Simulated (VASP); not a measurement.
# CsSe (Fd-3m) in VASP: relaxation of cell and atoms with PBE

Aim: the relaxation of cell and atoms of CsSe with PBE.

All numbers are computed with VASP 6.6.1; they aren't measurements. Logs are shortened: lines on timing, memory, paths and dates and some standing lists are left out, and cuts for length are marked.

### Step 1. The cell of the first run

The structure is cubic, space group Fd-3m (No. 227). Conventional cell: a = 8.507 Å, b = 8.507 Å, c = 8.507 Å, α = 90.00°, β = 90.00°, γ = 90.00°. Within 4.8 Å of Cs (site symmetry -43m) lie 4 Cs at 3.68 Å and 10 Se at 3.68 to 4.25 Å. Se (site symmetry -43m) has 10 Cs at 3.68 to 4.25 Å and 4 Se at 3.68 Å within 4.8 Å.

### Step 2. Relaxation of cell and atoms, PBE

Contents of INCAR:

```
  PREC = Accurate
  ENCUT = 600
  EDIFF = 1E-6
  ISMEAR = 0
  SIGMA = 0.1
  LREAL = False
  LASPH = True
  NELM = 60
  ALGO = Normal
  ISIF = 3
  LWAVE = False
  LCHARG = False
  GGA = PE
  IBRION = 2
  NSW = 100
  EDIFFG = -0.01
```

Contents of KPOINTS:

```
regular mesh
0
Gamma
  10 10 10
```

Contents of POSCAR:

```
CsSe
1.0
    0.0000000000      4.2533731531      4.2533731531
    4.2533731531      0.0000000000      4.2533731531
    4.2533731531      4.2533731531      0.0000000000
Cs Se
2 2
Direct
    0.5000000000      0.5000000000      0.5000000000
    0.7500000000      0.7500000000      0.7500000000
    0.0000000000      0.0000000000      0.0000000000
    0.2500000000      0.2500000000      0.2500000000
```

Potentials or basis: VASP PAW PBE potentials, release 64 (Cs_sv, Se).

Launch:

```sh
$ cat potpaw_PBE.64/Cs_sv/POTCAR potpaw_PBE.64/Se/POTCAR > POTCAR
$ mpirun -np 1 vasp_std > vasp.out
```

OUTCAR:

```text
PREC = Accurate
   ENCUT = 600
   EDIFF = 1E-6
   ISMEAR = 0
   LREAL = False
   LASPH = True
   NELM = 60
   ISIF = 3
   GGA = PE
   IBRION = 2
   NSW = 100
   EDIFFG = -0.01

 ion  position               nearest neighbor table
   1  0.500  0.500  0.500-
   2  0.750  0.750  0.750-
   3  0.000  0.000  0.000-
   4  0.250  0.250  0.250-

  LATTYP: Found a face centered cubic cell.
 ALAT       =     8.5067463062

  Lattice vectors:

 A1 = (   0.0000000000,   4.2533731531,   4.2533731531)
 A2 = (   4.2533731531,   0.0000000000,   4.2533731531)
 A3 = (   4.2533731531,   4.2533731531,   0.0000000000)

Analysis of symmetry for initial positions (statically):
=====================================================================
 Subroutine PRICEL returns:
 Original cell was already a primitive cell.

 Routine SETGRP: Setting up the symmetry group for a
 face centered cubic supercell.

 Subroutine GETGRP returns: Found 48 space group operations
 (whereof 24 operations were pure point group operations)
 out of a pool of 48 trial point group operations.

The static configuration has the point symmetry T_d .
 The point group associated with its full space group is O_h .

Analysis of symmetry for dynamics (positions and initial velocities):
=====================================================================
 Subroutine PRICEL returns:
 Original cell was already a primitive cell.

 Routine SETGRP: Setting up the symmetry group for a
 face centered cubic supercell.

 Subroutine GETGRP returns: Found 48 space group operations
 (whereof 24 operations were pure point group operations)
 out of a pool of 48 trial point group operations.

The dynamic configuration has the point symmetry T_d .
 The point group associated with its full space group is O_h .

 Subroutine INISYM returns: Found 48 space group operations
 (whereof 24 operations are pure point group operations),
 and found     1 'primitive' translations

----------------------------------------------------------------------------------------

                                     Primitive cell

  volume of cell :     153.8971

  direct lattice vectors                    reciprocal lattice vectors
     0.000000000  4.253373153  4.253373153    -0.117553758  0.117553758  0.117553758
     4.253373153  0.000000000  4.253373153     0.117553758 -0.117553758  0.117553758
     4.253373153  4.253373153  0.000000000     0.117553758  0.117553758 -0.117553758

  length of vectors
     6.015177999  6.015177999  6.015177999     0.203609082  0.203609082  0.203609082

  position of ions in fractional coordinates (direct lattice)
     0.500000000  0.500000000  0.500000000
     0.750000000  0.750000000  0.750000000
     0.000000000  0.000000000  0.000000000
     0.250000000  0.250000000  0.250000000

  ion indices of the primitive-cell ions
   primitive index   ion index
                 1           1
                 2           2
                 3           3
                 4           4

----------------------------------------------------------------------------------------

 KPOINTS: regular mesh

Automatic generation of k-mesh.
 Grid dimensions read from file:
 generate k-points for:   10   10   10

 Generating k-lattice:

  Cartesian coordinates                     Fractional coordinates (reciprocal lattice)
    -0.011755376  0.011755376  0.011755376     0.100000000  0.000000000  0.000000000
     0.011755376 -0.011755376  0.011755376     0.000000000  0.100000000  0.000000000
[... 62 lines left out ...]
   IBRION =      2    ionic relax: 0-MD 1-quasi-New 2-CG
   NFREE  =      1    steps in history (QN), initial steepest desc. (CG)
   ISIF   =      3    stress and relaxation
   ISYM   =      2    0-nonsym 1-usesym 2-fastsym
   POTIM  = 0.5000    time-step for ionic-motion
   TEBEG  =    0.0;   TEEND  =   0.0 temperature during run
   PSTRESS=    0.0 pullay stress
   NELECT =      30.0000    total number of electrons
   NUPDOWN=      -1.0000    fix difference up-down
   EMIN   =  10.00;   EMAX   =-10.00  energy-range for DOS
   EFERMI =   0.00;   METHOD = LEGACY
   ISMEAR =     0;   SIGMA  =   0.10  broadening in eV -4-tet -1-fermi 0-gaus
   EFERMI_NEDOS =   21; number of points for ismear=-14 and -15
   IALGO  =     38    algorithm
   IMIX   =      4    mixing-type and parameters
     AMIX     =   0.40;   BMIX     =  1.00
     AMIX_MAG =   1.60;   BMIX_MAG =  1.00
  volume/ion in A,a.u.               =      38.47       259.64
  Fermi-wavevector in a.u.,A,eV,Ry     =   0.949231  1.793786 12.259378  0.901039
  Thomas-Fermi vector in A             =   2.077494
   LORBIT       =      0    0 simple, 1 ext, 2 COOP (PROOUT), +10 PAW based schemes
   GGA     = PE    functional components
   LHFCALC =     F    Hartree Fock is set to
   AEXX    =    0.0000 exact exchange contribution
   IVDW    =     0    specifies the selected vdW correction
   LEPSILON=     F    determine dielectric tensor
   LRPA    =     F    only Hartree local field effects (RPA)
 conjugate gradient relaxation of ions
 non-spin polarized calculation
 Gauss-broadening in eV      SIGMA  =   0.10
  energy-cutoff  :      600.00
  volume of cell :      153.90
 maximum number of plane-waves:      5152
   NGX = 25   NGY = 25   NGZ = 25

--------------------------------------- Ionic step        1  -------------------------------------------

 number of electron      29.9999996 magnetization

 Free energy of the ion-electron system (eV)
  ---------------------------------------------------
  ext. energy  EPLUGINS =         0.00000000
  ---------------------------------------------------
  free energy    TOTEN  =       -10.36312215 eV

  energy without entropy =      -10.32187537  energy(sigma->0) =      -10.34249876

------------------------ aborting loop because EDIFF is reached ----------------------------------------

  FORCE on cell =-STRESS in cart. coord.  units (eV):
  Direction    XX          YY          ZZ          XY          YZ          ZX
  --------------------------------------------------------------------------------------
  -------------------------------------------------------------------------------------
  Total       -0.0915737     -0.0915737     -0.0915737      0.0000000      0.0000000      0.0000000
  in kB       -0.9533469     -0.9533469     -0.9533469      0.0000000      0.0000000      0.0000000
  external PRESSURE =      -0.9533469 kB  Pullay stress =       0.0000000 kB

 VOLUME and BASIS-vectors are now :
 -----------------------------------------------------------------------------
  energy-cutoff  :      600.00
  volume of cell :      153.90
      direct lattice vectors                 reciprocal lattice vectors
     0.000000000  4.253373153  4.253373153    -0.117553758  0.117553758  0.117553758
     4.253373153  0.000000000  4.253373153     0.117553758 -0.117553758  0.117553758
     4.253373153  4.253373153  0.000000000     0.117553758  0.117553758 -0.117553758

 POSITION                                       TOTAL-FORCE (eV/Angst)
 -----------------------------------------------------------------------------------
      4.25337      4.25337      4.25337         0.000000     -0.000000     -0.000000
      6.38006      6.38006      6.38006         0.000000      0.000000      0.000000
      0.00000      0.00000      0.00000        -0.000000     -0.000000     -0.000000
      2.12669      2.12669      2.12669         0.000000      0.000000      0.000000
 -----------------------------------------------------------------------------------
    total drift:                               -0.000000     -0.000000     -0.000000

  FREE ENERGIE OF THE ION-ELECTRON SYSTEM (eV)
  ---------------------------------------------------
  free  energy   TOTEN  =       -10.3631221450 eV

  energy  without entropy=      -10.3218753662  energy(sigma->0) =      -10.34249876

--------------------------------------- Ionic step        2  -------------------------------------------

 number of electron      29.9999996 magnetization

 Free energy of the ion-electron system (eV)
  ---------------------------------------------------
  ext. energy  EPLUGINS =         0.00000000
  ---------------------------------------------------
  free energy    TOTEN  =       -10.36333679 eV

  energy without entropy =      -10.32232869  energy(sigma->0) =      -10.34283274

 E-fermi :   1.5252     XC(G=0):  -8.3479

 val. band max:        1.5108589571   @ k =   0.5000   0.0000   0.0000
 cond. band min:       1.5379443307   @ k =  -0.4000   0.4000   0.2000
 fundamental gap:      0.0270853735
 Fermi energy:         1.5252033415

 k-point     1 :       0.0000    0.0000    0.0000
  band No.  band energies     occupation
      1     -20.4609      2.00000
      2     -20.0303      2.00000
      3     -10.0775      2.00000
      4      -9.2710      2.00000
      5      -7.5347      2.00000
      6      -7.5347      2.00000
[... 505 lines left out ...]
      6      -7.7350      2.00000
[... 11 lines left out ...]
     18       5.5121      0.00000
     19       5.7074      0.00000

 [... further k-points ...]

------------------------ aborting loop because EDIFF is reached ----------------------------------------

  FORCE on cell =-STRESS in cart. coord.  units (eV):
  Direction    XX          YY          ZZ          XY          YZ          ZX
  --------------------------------------------------------------------------------------
  -------------------------------------------------------------------------------------
  Total       -0.0302652     -0.0302652     -0.0302652      0.0000000      0.0000000      0.0000000
  in kB       -0.3161283     -0.3161283     -0.3161283      0.0000000      0.0000000      0.0000000
  external PRESSURE =      -0.3161283 kB  Pullay stress =       0.0000000 kB

 VOLUME and BASIS-vectors are now :
 -----------------------------------------------------------------------------
  energy-cutoff  :      600.00
  volume of cell :      153.39
      direct lattice vectors                 reciprocal lattice vectors
    -0.000000000  4.248675559  4.248675559    -0.117683733  0.117683733  0.117683733
     4.248675559  0.000000000  4.248675559     0.117683733 -0.117683733  0.117683733
     4.248675559  4.248675559  0.000000000     0.117683733  0.117683733 -0.117683733

 POSITION                                       TOTAL-FORCE (eV/Angst)
 -----------------------------------------------------------------------------------
      4.24868      4.24868      4.24868         0.000000      0.000000      0.000000
      6.37301      6.37301      6.37301        -0.000000     -0.000000     -0.000000
      8.49735      8.49735      8.49735         0.000000      0.000000      0.000000
      2.12434      2.12434      2.12434        -0.000000     -0.000000     -0.000000
 -----------------------------------------------------------------------------------
    total drift:                               -0.000000     -0.000000     -0.000000

  FREE ENERGIE OF THE ION-ELECTRON SYSTEM (eV)
  ---------------------------------------------------
  free  energy   TOTEN  =       -10.3633367855 eV

  energy  without entropy=      -10.3223286855  energy(sigma->0) =      -10.34283274

 reached required accuracy - stopping structural energy minimisation
```

Wall time 89 s (1 thread of Intel Xeon 6975P-C (Granite Rapids), shared host); peak memory 0.43 GiB.

Results:

```
Free energy                           : -10.3633 eV
Relaxed volume                        : 38.35 Å³/atom
Relaxed cell                          : a = 6.009 Å, b = 6.009 Å, c = 6.009 Å, α = 60.00°, β = 60.00°, γ = 60.00°
Space group after relaxing (to 0.1 Å) : Fd-3m (No. 227)
Energy gained by relaxing             : 0.1 meV/atom
Ionic steps                           : 2
Pressure after relaxing               : 0.0 GPa
Band gap on the k mesh                : zero (bands 15 and 16 overlap by 0.61 eV)
```

The path:
```
step  energy change (eV)  largest force (eV/Å)  pressure (GPa)  volume (Å³)
   1              0.0000                0.0000           -0.10       153.90
   2             -0.0002                0.0000           -0.03       153.39
```

Final structure:
```
Cs Se
1.0
     0.00000    4.24868    4.24868
     4.24868    0.00000    4.24868
     4.24868    4.24868    0.00000
Cs Se
2 2
Direct
  0.50000 0.50000 0.50000
  0.75000 0.75000 0.75000
  0.00000 0.00000 0.00000
  0.25000 0.25000 0.25000
```

Caveat: spin-orbit coupling is left out, which moves the levels of the heavy elements.
